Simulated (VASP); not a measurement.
The system is Ta2N.

```
Ta N
1.0
     3.11286    0.00000    0.00000
    -1.55643    2.69582    0.00000
     0.00000    0.00000    4.86984
Ta N
2 1
Cartesian
  1.5564 0.8986 3.6294
  0.0000 1.7972 1.2404
  0.0000 0.0000 0.0000
```

```yaml
Program: VASP 6.6.1
Task: relaxation of cell and atoms
Functional: r2SCAN
Potentials_or_basis: VASP PAW PBE potentials, release 64 (Ta_pv, N)
Cutoff: 600 eV
k_mesh: 6 × 6 × 4
Occupations: gaussian, width 0.1 eV
Spin: no spin polarisation
```

At the start: pressure -4.2 GPa; volume 13.62 Å³/atom.

Task: Where does the relaxation end?

Result: Over 12 steps the energy falls by 4.1 meV/atom and the volume is 13.40 Å³/atom (-1.6 %); space group P-3m1 (No. 164, to 0.1 Å) before and after.

Step by step:
```tsv
step	energy change (eV)	largest force (eV/Å)	pressure (GPa)	volume (Å³)
1	0.0000	0.1313	-4.17	40.87
2	0.0493	0.4957	12.49	38.80
3	-0.0084	0.0282	0.07	40.28
4	-0.0084	0.0318	0.15	40.27
5	-0.0096	0.0730	0.06	40.27
6	-0.0104	0.1280	-0.03	40.28
7	-0.0106	0.1592	-0.07	40.28
8	-0.0114	0.0993	-0.14	40.26
9	-0.0122	0.0410	-0.29	40.24
10	-0.0123	0.0532	0.21	40.17
11	-0.0123	0.0485	0.03	40.20
12	-0.0124	0.0118	0.02	40.20
```

Final structure:
```yaml
crystal:
  lattice:
    - [3.06638, 0.00000, 0.00000]
    - [-1.53319, 2.65556, 0.00000]
    - [0.00000, 0.00000, 4.93715]
  atoms:
    - { symbol: Ta, position: [0.66667, 0.33333, 0.74306] }
    - { symbol: Ta, position: [0.33333, 0.66667, 0.25694] }
    - { symbol: N, position: [0.00000, 0.00000, 0.00000] }
```

Caveat: the k points lie up to 0.39 Å⁻¹ apart in the final cell, too coarse for converged energies and pressures of a metal; the PAW data sets were made with another functional, which shifts forces and pressure a little.
